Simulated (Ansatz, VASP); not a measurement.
**Two plane-wave programs on Si**

```xyz
2
Lattice="2.7013 0.0000 0.0000 -1.3507 2.3394 0.0000 0.0000 0.0000 4.5535" Properties=species:S:1:pos:R:3 pbc="T T T"
Si    0.0000    1.5596    1.1384
Si    1.3507    0.7798    3.4151
```

Alike in both runs: functional PBE; k mesh 13 × 13 × 7; occupations fermi-dirac, width 0.1 eV; no spin polarisation.

Ansatz relaxed the structure, and its values are those at the end. VASP's run is a single point on that final structure, the one shown.

```csv
,VASP,Ansatz
version,VASP 6.6.1,Ansatz 0.2.0
potentials or method,"VASP PAW PBE potentials, release 64 (Si), cutoff 520 eV","plane waves (420 eV) with PAW, scalar-relativistic"
valence electrons in the cell,8,8
```

Ansatz gave:

| Item | Value |
| --- | --- |
| pressure (GPa) | 0.0 |

What did VASP give for the same quantities?

Pressure (GPa): -0.1.

The functional is the same, so the differences come from potentials, cutoffs and numerics.
